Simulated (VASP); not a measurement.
Set up this calculation in VASP 6.6.1, as the native input.

```yaml
Task: single point
Functional: PBE
Potentials_or_basis: VASP PAW PBE potentials, release 64 (Rh_pv)
Cutoff: 520 eV
k_mesh: 21 × 21 × 12
Occupations: gaussian, width 0.15 eV
Spin: no spin polarisation
Dipole_correction: no
Further_INCAR_settings: ALGO = Fast; EDIFF = 1e-06; NBANDS = 22
```

The structure of Rh lies in POSCAR:

```
Rh
1.0
    2.7762441715      0.0000000000      0.0000000000
   -1.3881220858      2.4042979796      0.0000000000
    0.0000000000      0.0000000000      4.6044009585
Rh
2
Direct
    0.6666666667      0.3333333333      0.7500000000
    0.3333333333      0.6666666667      0.2500000000
```

This isn't the form of Rh at room conditions, which is fcc.

The input as run:

INCAR

```
  ALGO = Fast
  EDIFF = 1E-6
  ENCUT = 520
  GGA = PE
  ISIF = 2
  ISMEAR = 0
  LASPH = True
  LCHARG = False
  LREAL = False
  LWAVE = False
  NBANDS = 22
  NELM = 80
  PREC = Accurate
  SIGMA = 0.15
```

KPOINTS

```
k-points
0
Gamma
  21 21 12
```

Potentials or basis: VASP PAW PBE potentials, release 64 (Rh_pv).

Command:

```sh
$ cat potpaw_PBE.64/Rh_pv/POTCAR > POTCAR
$ mpirun -np 1 vasp_std > vasp.out
```

It gave:

The pressure is -17.2 GPa and the band gap on the k mesh is zero (bands 15 and 16 overlap by 2.00 eV).

Caveat: the cell stands under tension.

Run time: 3.9 min on 1 thread of Intel Xeon 8259CL, with other jobs on the host, peak memory 0.29 GiB.
